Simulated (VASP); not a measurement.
Write the native input for VASP 6.6.1 that does the following.

| Property | Result |
| --- | --- |
| Task | single point |
| Functional | r2SCAN |
| Potentials or basis | VASP PAW PBE potentials, release 64 (Re) |
| Cutoff | 520 eV |
| k mesh | 20 × 20 × 20 |
| Occupations | gaussian, width 0.15 eV |
| Spin | no spin polarisation |
| Dipole correction | no |
| Further INCAR settings | ALGO = Normal; EDIFF = 1e-07; NBANDS = 10 |

Re:

```xyz
1
Lattice="0.0000 1.9454 1.9750 1.9750 0.0000 1.9750 1.9750 1.9454 0.0000" Properties=species:S:1:pos:R:3 pbc="T T T"
Re    0.0000    0.0000    0.0000
```

This cell differs from its parent crystal: strain -0.0150 x Voigt [0, 1, 0, 0, 0, 0].

The input as run:

POSCAR

```
Re
1.0
    0.0000000000      1.9453750000      1.9750000000
    1.9750000000      0.0000000000      1.9750000000
    1.9750000000      1.9453750000      0.0000000000
Re
1
Direct
    0.0000000000      0.0000000000      0.0000000000
```

INCAR.step1

```
SYSTEM = Re
ALGO = Normal
EDIFF = 1E-4
ENCUT = 520
GGA = PE
ISMEAR = 0
LASPH = .TRUE.
LCHARG = .FALSE.
LREAL = .FALSE.
LWAVE = .TRUE.
NBANDS = 10
NELM = 100
PREC = Accurate
SIGMA = 0.15
```

INCAR.step2

```
SYSTEM = Re
ALGO = Normal
EDIFF = 1E-7
ENCUT = 520
ISIF = 2
ISMEAR = 0
ISTART = 1
LASPH = .TRUE.
LCHARG = .TRUE.
LELF = .TRUE.
LMIXTAU = .TRUE.
LREAL = .FALSE.
LVHAR = .TRUE.
LWAVE = .FALSE.
METAGGA = R2SCAN
NBANDS = 10
NELM = 100
PREC = Accurate
SIGMA = 0.15
```

KPOINTS

```
k-points
0
G
  20 20 20
  0 0 0
```

Potentials or basis: VASP PAW PBE potentials, release 64 (Re).

Run with:

```console
$ cat potpaw_PBE.64/Re/POTCAR > POTCAR
$ cp INCAR.step1 INCAR
$ mpirun -np 1 vasp_std > vasp.out
$ cp INCAR.step2 INCAR
$ mpirun -np 1 vasp_std > vasp.out
```

It gave:

```json
{
 "Pressure": "-10.6 GPa",
 "Band gap on the k mesh": "zero (an odd number of electrons rules out a gap without spin polarisation)"
}
```

Caveat: the cell differs from its parent crystal (strain -0.0150 x Voigt [0, 1, 0, 0, 0, 0]); the cell stands under tension; the PAW data sets were made with another functional, which shifts forces and pressure a little; spin-orbit coupling is left out, which moves the levels of the heavy elements.

Run time: 12 min on 1 thread of Oxide Virtual Turin-like Processor, on a shared host, peak memory 0.2 GiB.
